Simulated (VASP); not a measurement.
Set up this calculation in VASP 6.6.1, as the native input.

* Task: single point
* Functional: PBE
* Potentials or basis: VASP PAW PBE potentials, release 64 (Hf_pv, O)
* Cutoff: 520 eV
* k mesh: 6 × 6 × 6
* Occupations: gaussian, width 0.01 eV
* Spin: no spin polarisation
* Dipole correction: no
* Further INCAR settings: ALGO = Normal; EDIFF = 1e-07; NBANDS = 56

The structure of HfO2 lies in POSCAR:

```
HfO2
1.0
    5.2465054079      0.0000000000      0.0000000000
    0.0000000000      5.0303679179      0.0000000000
    0.0000000000      0.0000000000      5.0592999123
Hf O
4 8
Direct
    0.0325089207      0.2670180859      0.2410877185
    0.4674910793      0.2670180859      0.7410877185
    0.5325089207      0.7329819141      0.2410877185
    0.9674910793      0.7329819141      0.7410877185
    0.3670345752      0.0700138340      0.3807677166
    0.1329654248      0.0700138340      0.8807677166
    0.7321739057      0.4610930306      0.4911445648
    0.7678260943      0.4610930306      0.9911445648
    0.2678260943      0.5389069694      0.9911445648
    0.2321739057      0.5389069694      0.4911445648
    0.8670345752      0.9299861660      0.3807677166
    0.6329654248      0.9299861660      0.8807677166
```

These files were run (other wordings do the same):

INCAR

```
PREC     = Accurate       # precision mode
ENCUT    = 520            # plane-wave cutoff, eV
EDIFF    = 1E-7           # SCF threshold, eV
ISMEAR   = 0              # smearing method
SIGMA    = 0.01           # smearing width, eV
LREAL    = False          # projectors in reciprocal space
LASPH    = True           # aspherical terms in the spheres
NELM     = 100            # most SCF steps
ALGO     = Normal         # electronic algorithm
ISIF     = 2              # what is computed and relaxed
LWAVE    = False          # write WAVECAR
LCHARG   = True           # write CHGCAR
GGA      = PE             # functional
LELF     = True           # ELF
LVHAR    = True         
NBANDS   = 56             # bands
```

KPOINTS

```
regular mesh
0
Gamma
  6 6 6
```

Potentials or basis: VASP PAW PBE potentials, release 64 (Hf_pv, O).

The run is started by

```bash
$ cat potpaw_PBE.64/Hf_pv/POTCAR potpaw_PBE.64/O/POTCAR > POTCAR
$ mpirun -np 1 vasp_std > vasp.out
```

It gave:

* Pressure: 2.5 GPa
* Largest force: 0.037 eV/Å
* Band gap on the k mesh: 4.39 eV (least direct gap 4.62 eV)

Caveat: spin-orbit coupling is left out, which moves the levels of the heavy elements.

Wall time 20 min on 1 thread of Intel Xeon 8259CL, on a shared host, peak memory 0.44 GiB.
